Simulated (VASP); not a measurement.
# TiS2 (P-3m1) in VASP: notebook, part 2 of 2

VASP 6.6.1.

### Step 4. Single point, PBE-based screened hybrid with 20 % exact exchange

POSCAR

```
TiS2
1.0
    3.4106015318      0.0000000000      0.0000000000
   -1.7053007659      2.9536675687      0.0000000000
    0.0000000000      0.0000000000      5.7387202085
Ti S
1 2
Direct
    0.0000000000      0.0000000000      0.0000000000
    0.3333333333      0.6666666667      0.2449123212
    0.6666666667      0.3333333333      0.7550876788
```

INCAR.step1

```
SYSTEM = TiS2
PREC = Accurate
ENCUT = 400
EDIFF = 1E-5
ISMEAR = -1
SIGMA = 0.02
LREAL = .FALSE.
LASPH = .TRUE.
NELM = 120
ALGO = Normal
ISIF = 2
LWAVE = .TRUE.
LCHARG = .FALSE.
GGA = PE
NBANDS = 19
GGA_COMPAT = .FALSE.
```

INCAR.step2

```
SYSTEM = TiS2
PREC = Accurate
ENCUT = 400
EDIFF = 1E-6
ISMEAR = -1
SIGMA = 0.02
LREAL = .FALSE.
LASPH = .TRUE.
NELM = 120
ALGO = Normal
ISIF = 2
LWAVE = .FALSE.
LCHARG = .FALSE.
GGA = PE
LHFCALC = .TRUE.
AEXX = 0.2
HFSCREEN = 0.3
PRECFOCK = Normal
ISTART = 1
NBANDS = 19
GGA_COMPAT = .FALSE.
```

KPOINTS

```
regular mesh
0
G
  6 6 2
  0 0 0
```

Run with:

```
$ cat potpaw_PBE.64/Ti_sv/POTCAR potpaw_PBE.64/S/POTCAR > POTCAR
$ cp INCAR.step1 INCAR
$ mpirun -np 1 vasp_std > vasp.out
$ cp INCAR.step2 INCAR
$ mpirun -np 1 vasp_std > vasp.out
```

Wall time 14 min (1 thread of Intel Xeon Platinum 8488C (Sapphire Rapids), shared host); peak memory 0.26 GiB.

The run converged. Its results:

* Free energy: -22.7167 eV
* Pressure: 0.2 GPa
* Largest force: 0.165 eV/Å
* Band gap on the k mesh: 0.32 eV (least direct gap 0.85 eV)

Forces in eV/Å, atoms in the order of the input:
```
Ti   0.000  0.000  0.000
S    0.000  0.000 -0.165
S    0.000  0.000  0.165
```

Stress tensor (GPa, compression positive):
```
0.02 0.00 0.00
0.00 0.02 0.00
0.00 0.00 0.55
```

Levels at points of the mesh, in eV from the valence-band top:
| k point | band 8 | band 9 | band 10 | band 11 | band 12 | band 13 | band 14 | band 15 | band 16 | band 17 |
| --- | --- | --- | --- | --- | --- | --- | --- | --- | --- | --- |
| (0.00, 0.00, 0.00) | -3.23 | -3.23 | -0.18 | 0.00 | 0.00 | 0.85 | 0.85 | 1.44 | 3.97 | 3.97 |
| (0.50, 0.00, 0.00) | -4.19 | -3.21 | -3.06 | -2.87 | -1.82 | 0.56 | 2.05 | 2.51 | 4.18 | 4.32 |
| (0.00, 0.00, 0.50) | -3.19 | -3.19 | -2.56 | -0.16 | -0.16 | 0.84 | 0.84 | 2.03 | 4.25 | 4.25 |
| (0.50, 0.00, 0.50) | -4.90 | -3.22 | -3.14 | -1.52 | -1.52 | 0.32 | 2.04 | 2.48 | 3.88 | 4.77 |

Caveat: the k points lie up to 0.55 Å⁻¹ apart; the PAW data sets were made with another functional, which shifts forces and pressure a little. A k mesh can miss the band edges.

### Step 5. Single point, PBE-based global hybrid with 50 % exact exchange

POSCAR is that of step 4.

INCAR.step1

```
SYSTEM = TiS2
PREC = Accurate ; ENCUT = 400
EDIFF = 1E-5 ; ISMEAR = -1
SIGMA = 0.02 ; LREAL = .False.
LASPH = .True. ; NELM = 120
ALGO = Normal ; ISIF = 2
LWAVE = .True. ; LCHARG = .False.
GGA = PE ; NBANDS = 19
GGA_COMPAT = .False.
```

INCAR.step2

```
SYSTEM = TiS2
PREC = Accurate ; ENCUT = 400
EDIFF = 1E-6 ; ISMEAR = -1
SIGMA = 0.02 ; LREAL = .False.
LASPH = .True. ; NELM = 120
ALGO = Normal ; ISIF = 2
LWAVE = .False. ; LCHARG = .False.
GGA = PE ; LHFCALC = .True.
AEXX = 0.5 ; PRECFOCK = Normal
ISTART = 1 ; NBANDS = 19
GGA_COMPAT = .False.
```

KPOINTS

```
Automatic mesh
0
Gamma
  6 6 2
  0 0 0
```

Potentials or basis: VASP PAW PBE potentials, release 64 (Ti_sv, S).

Run with:

```
$ cat potpaw_PBE.64/Ti_sv/POTCAR potpaw_PBE.64/S/POTCAR > POTCAR
$ cp INCAR.step1 INCAR
$ mpirun -np 1 vasp_std > vasp.out
$ cp INCAR.step2 INCAR
$ mpirun -np 1 vasp_std > vasp.out
```

OUTCAR:

```text
SYSTEM = TiS2
   PREC = Accurate
   ENCUT = 400
   EDIFF = 1E-6
   ISMEAR = -1
   LREAL = .False.
   LASPH = .True.
   NELM = 120
   ISIF = 2
   GGA = PE
   LHFCALC = .True.
   AEXX = 0.5
   PRECFOCK = Normal
   ISTART = 1

 ion  position               nearest neighbor table
   1  0.000  0.000  0.000-   2 2.42   3 2.42   2 2.42   3 2.42   3 2.42   2 2.42
   2  0.333  0.667  0.245-   1 2.42   1 2.42   1 2.42
   3  0.667  0.333  0.755-   1 2.42   1 2.42   1 2.42

  LATTYP: Found a hexagonal cell.
 ALAT       =     3.4106015318
 C/A-ratio  =     1.6826123354

  Lattice vectors:

 A1 = (   3.4106015318,   0.0000000000,   0.0000000000)
 A2 = (  -1.7053007659,   2.9536675687,   0.0000000000)
 A3 = (   0.0000000000,   0.0000000000,   5.7387202085)

Analysis of symmetry for initial positions (statically):
=====================================================================
 Subroutine PRICEL returns:
 Original cell was already a primitive cell.

 Routine SETGRP: Setting up the symmetry group for a
 hexagonal supercell.

 Subroutine GETGRP returns: Found 12 space group operations
 (whereof 12 operations were pure point group operations)
 out of a pool of 24 trial point group operations.

The static configuration has the point symmetry D_3d.

Analysis of symmetry for dynamics (positions and initial velocities):
=====================================================================
 Subroutine PRICEL returns:
 Original cell was already a primitive cell.

 Routine SETGRP: Setting up the symmetry group for a
 hexagonal supercell.

 Subroutine GETGRP returns: Found 12 space group operations
 (whereof 12 operations were pure point group operations)
 out of a pool of 24 trial point group operations.

The dynamic configuration has the point symmetry D_3d.

 Subroutine INISYM returns: Found 12 space group operations
 (whereof 12 operations are pure point group operations),
 and found     1 'primitive' translations

----------------------------------------------------------------------------------------

                                     Primitive cell

  volume of cell :      57.8106

  direct lattice vectors                    reciprocal lattice vectors
     3.410601532  0.000000000  0.000000000     0.293203410  0.169281068  0.000000000
    -1.705300766  2.953667569  0.000000000     0.000000000  0.338562136  0.000000000
     0.000000000  0.000000000  5.738720209     0.000000000  0.000000000  0.174254880

  length of vectors
     3.410601532  3.410601532  5.738720209     0.338562136  0.338562136  0.174254880

  position of ions in fractional coordinates (direct lattice)
     0.000000000  0.000000000  0.000000000
     0.333333333  0.666666667  0.244912321
     0.666666667  0.333333333  0.755087679

  ion indices of the primitive-cell ions
   primitive index   ion index
                 1           1
                 2           2
                 3           3

[... 31 lines left out ...]
  0.500000  0.000000  0.000000      3.000000
  0.166667  0.166667  0.000000      6.000000
  0.333333  0.166667  0.000000     12.000000
  0.333333  0.333333  0.000000      2.000000
  0.000000  0.000000  0.500000      1.000000
  0.166667  0.000000  0.500000      6.000000
  0.333333  0.000000  0.500000      6.000000
  0.500000  0.000000  0.500000      3.000000
  0.166667  0.166667  0.500000      6.000000
  0.333333  0.166667  0.500000     12.000000
  0.333333  0.333333  0.500000      2.000000
   k-points           NKPTS =     14   k-points in BZ     NKDIM =     72   number of bands    NBANDS=     19
   number of dos      NEDOS =    301   number of ions     NIONS =      3
   total plane-waves  NPLWV =  23040
   dimension x,y,z NGX =    24 NGY =   24 NGZ =   40
   dimension x,y,z NGXF=    48 NGYF=   48 NGZF=   80
   ions per type =               1   2
   NGX,Y,Z   is equivalent  to a cutoff of  11.70, 11.70, 11.59 a.u.
   NGXF,Y,Z  is equivalent  to a cutoff of  23.40, 23.40, 23.18 a.u.
 SYSTEM =  TiS2
   PREC   = accura    normal or accurate (medium, high low for compatibility)
   ISTART =      1    job   : 0-new  1-cont  2-samecut
   ICHARG =      0    charge: 1-file 2-atom 10-const
   ISPIN  =      1    spin polarized calculation?
   LNONCOLLINEAR =      F non collinear calculations
   LSORBIT =      F    spin-orbit coupling
   LASPH  =      T    aspherical Exc in radial PAW
   ENCUT  =  400.0 eV  29.40 Ry    5.42 a.u.   5.56  5.56  9.36*2*pi/ulx,y,z
   NELM   =    120;   NELMIN=  2; NELMDL=  0     # of ELM steps
   EDIFF  = 0.1E-05   stopping-criterion for ELM
   LREAL  =      F    real-space projection
   EDIFFG = 0.1E-04   stopping-criterion for IOM
   NSW    =      0    number of steps for IOM
   IBRION =     -1    ionic relax: 0-MD 1-quasi-New 2-CG
   NFREE  =      0    steps in history (QN), initial steepest desc. (CG)
   ISIF   =      2    stress and relaxation
   ISYM   =      3    0-nonsym 1-usesym 2-fastsym
   POTIM  = 0.5000    time-step for ionic-motion
   TEBEG  =    0.0;   TEEND  =   0.0 temperature during run
   PSTRESS=    0.0 pullay stress
   NELECT =      24.0000    total number of electrons
   NUPDOWN=      -1.0000    fix difference up-down
   EMIN   =  10.00;   EMAX   =-10.00  energy-range for DOS
   EFERMI =   0.00;   METHOD = LEGACY
   ISMEAR =    -1;   SIGMA  =   0.02  broadening in eV -4-tet -1-fermi 0-gaus
   EFERMI_NEDOS =   21; number of points for ismear=-14 and -15
   IALGO  =     38    algorithm
   IMIX   =      1    mixing-type and parameters
     AMIX     =   0.40;   BMIX     =  1.00
     AMIX_MAG =   1.60;   BMIX_MAG =  1.00
  volume/ion in A,a.u.               =      19.27       130.04
  Fermi-wavevector in a.u.,A,eV,Ry     =   1.221263  2.307853 20.292878  1.491484
  Thomas-Fermi vector in A             =   2.356452
   LORBIT       =      0    0 simple, 1 ext, 2 COOP (PROOUT), +10 PAW based schemes
   GGA     = PE    functional components
   LHFCALC =     T    Hartree Fock is set to
   PRECFOCK=normal    Normal, Fast or Accurate (Low or Medium for compatibility)
   ENCUT4O =  -1.0   cutoff for four orbital integrals eV
   NKREDX  =     1    reduce k-point grid by
   NKREDY  =     1    reduce k-point grid by
   NKREDZ  =     1    reduce k-point grid by
   AEXX    =    0.5000 exact exchange contribution
   HFSCREEN=    0.0000 screening length (either q_TF or 0.3 A-1)
   HFSCREENC=   0.0000 screening length for correlation (either q_TF or 0.3 A-1)
   ENCUTFOCK=  -1.0 apply spherical cutoff to Coloumb kernel
   IVDW    =     0    specifies the selected vdW correction
   LEPSILON=     F    determine dielectric tensor
   LRPA    =     F    only Hartree local field effects (RPA)
 non-spin polarized calculation
  energy-cutoff  :      400.00
  volume of cell :       57.81
 maximum number of plane-waves:      1074
 NGX is ok and might be reduce to    24
  NGX = 18; NGY = 18; NGZ = 30

 number of electron      24.0000001 magnetization

 Free energy of the ion-electron system (eV)
  ---------------------------------------------------
  ext. energy  EPLUGINS =         0.00000000
  ---------------------------------------------------
  free energy    TOTEN  =       -33.06678310 eV

  energy without entropy =      -33.06678310  energy(sigma->0) =      -33.06678310

 E-fermi :   4.3931     XC(G=0):  -5.8189

 val. band max:        3.8601762954   @ k =   0.0000   0.0000   0.0000
 cond. band min:       6.7775792257   @ k =   0.5000   0.0000   0.5000
 fundamental gap:      2.9174029303
 Fermi energy:         4.3930832784

 k-point     1 :       0.0000    0.0000    0.0000
  band No.  band energies     occupation
      1     -63.7059      2.00000
      2     -36.6017      2.00000
      3     -36.5216      2.00000
      4     -36.5216      2.00000
      5     -13.1923      2.00000
      6     -11.0987      2.00000
[... 285 lines left out ...]
      6     -10.8614      2.00000
[... 11 lines left out ...]
     18      15.1761      0.00000
     19      15.1761      0.00000

------------------------ aborting loop because EDIFF is reached ----------------------------------------

  FORCE on cell =-STRESS in cart. coord.  units (eV):
  Direction    XX          YY          ZZ          XY          YZ          ZX
  --------------------------------------------------------------------------------------
  -------------------------------------------------------------------------------------
  Total       -0.8687967     -0.8687967     -0.8385358      0.0000000     -0.0000000      0.0000000
  in kB      -24.0780376    -24.0780376    -23.2393791      0.0000000     -0.0000000      0.0000000
  external PRESSURE =     -23.7984847 kB  Pullay stress =       0.0000000 kB

 VOLUME and BASIS-vectors are now :
 -----------------------------------------------------------------------------
  energy-cutoff  :      400.00
  volume of cell :       57.81
      direct lattice vectors                 reciprocal lattice vectors
     3.410601532  0.000000000  0.000000000     0.293203410  0.169281068  0.000000000
    -1.705300766  2.953667569  0.000000000     0.000000000  0.338562136  0.000000000
     0.000000000  0.000000000  5.738720209     0.000000000  0.000000000  0.174254880

 POSITION                                       TOTAL-FORCE (eV/Angst)
 -----------------------------------------------------------------------------------
      0.00000      0.00000      0.00000         0.000000      0.000000      0.000000
     -0.00000      1.96911      1.40548        -0.000000      0.000000     -0.505809
      1.70530      0.98456      4.33324         0.000000     -0.000000      0.505809
 -----------------------------------------------------------------------------------
    total drift:                                0.000000      0.000000      0.000000

  FREE ENERGIE OF THE ION-ELECTRON SYSTEM (eV)
  ---------------------------------------------------
  free  energy   TOTEN  =       -33.0667830952 eV

  energy  without entropy=      -33.0667830952  energy(sigma->0) =      -33.06678310
```

It took 45 min on 1 thread of Intel Xeon 8259CL, shared host; peak memory 0.17 GiB.

What came out:

```yaml
Free_energy: -33.0668 eV
Pressure: -2.4 GPa
Largest_force: 0.506 eV/Å
Band_gap_on_the_k_mesh: 2.92 eV (least direct gap 3.54 eV)
```

Forces in eV/Å, atoms in the order of the input:
```
Ti   0.000  0.000  0.000
S    0.000  0.000 -0.506
S    0.000  0.000  0.506
```

Caveat: the k points lie up to 0.55 Å⁻¹ apart; the PAW data sets were made with another functional, which shifts forces and pressure a little. A k mesh can miss the band edges.

### Step 6. Overview

| level | share of exact exchange | screening parameter | gap on the mesh (eV) | pressure (GPa) | largest force (eV/Å) |
| --- | --- | --- | --- | --- | --- |
| HSE06 | 0.25 | 0.2079 1/Å | 0.60 | -0.3 | 0.24 |
| PBE-based global hybrid with 75 % exact exchange | 0.75 | - | 4.73 | -4.1 | 0.74 |
| PBE-based screened hybrid with 20 % exact exchange | 0.2 | 0.3 1/Å | 0.32 | 0.2 | 0.17 |
| PBE-based global hybrid with 50 % exact exchange | 0.5 | - | 2.92 | -2.4 | 0.51 |

Alike in all rows: task single point; potentials or basis VASP PAW PBE potentials, release 64 (Ti_sv, S); no spin polarisation; cell as given; k mesh 6 × 6 × 2; cutoff (eV) 400; smearing fermi-dirac 0.02 eV.

Caveats: all runs use coarse meshes; the PAW data sets were made with another functional, which shifts forces and pressure a little; this functional lacks dispersion, which binds the layers, so the pressure and a relaxed spacing across them are unreliable (at least some runs).

Total energies depend on the potentials used, so only differences within one code and one set of settings carry meaning.
